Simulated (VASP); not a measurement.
The system is ZnSe.

```
CELL_PARAMETERS angstrom
3.81817 0.00000 0.00000
-1.90909 3.30664 0.00000
0.00000 0.00000 6.18286
ATOMIC_POSITIONS crystal
Zn 0.00000 0.00000 0.00000
Zn 0.00000 0.00000 0.50000
Se 0.33333 0.66667 0.25000
Se 0.66667 0.33333 0.75000
```

- Program: VASP 6.6.1
- Task: relaxation of cell and atoms
- Functional: r2SCAN
- Potentials or basis: VASP PAW PBE potentials, release 64 (Zn, Se)
- Cutoff: 600 eV
- k mesh: 12 × 12 × 4
- Occupations: fermi-dirac, width 0.02 eV
- Spin: no spin polarisation

At the start: pressure -2.1 GPa; volume 19.52 Å³/atom.

Q: Where does the relaxation end?

A: Over 7 steps the energy falls by 3.8 meV/atom and the volume is 18.99 Å³/atom (-2.7 %); space group P6_3/mmc (No. 194, to 0.1 Å) before and after.

Step by step:
```
step  energy change (eV)  largest force (eV/Å)  pressure (GPa)  volume (Å³)
   1              0.0000                0.0000           -2.06        78.06
   2             -0.0142                0.0000            0.71        75.26
   3             -0.0153                0.0000            0.08        75.84
   4             -0.0153                0.0000            0.00        75.91
   5             -0.0153                0.0000           -0.04        75.96
   6             -0.0153                0.0000           -0.04        75.96
   7             -0.0153                0.0000           -0.04        75.95
```

Final structure:
```
CELL_PARAMETERS angstrom
3.78254 0.00000 0.00000
-1.89127 3.27578 0.00000
0.00000 0.00000 6.12979
ATOMIC_POSITIONS crystal
Zn 0.00000 0.00000 0.00000
Zn 0.00000 0.00000 0.50000
Se 0.33333 0.66667 0.25000
Se 0.66667 0.33333 0.75000
```

Caveat: the PAW data sets were made with another functional, which shifts forces and pressure a little.
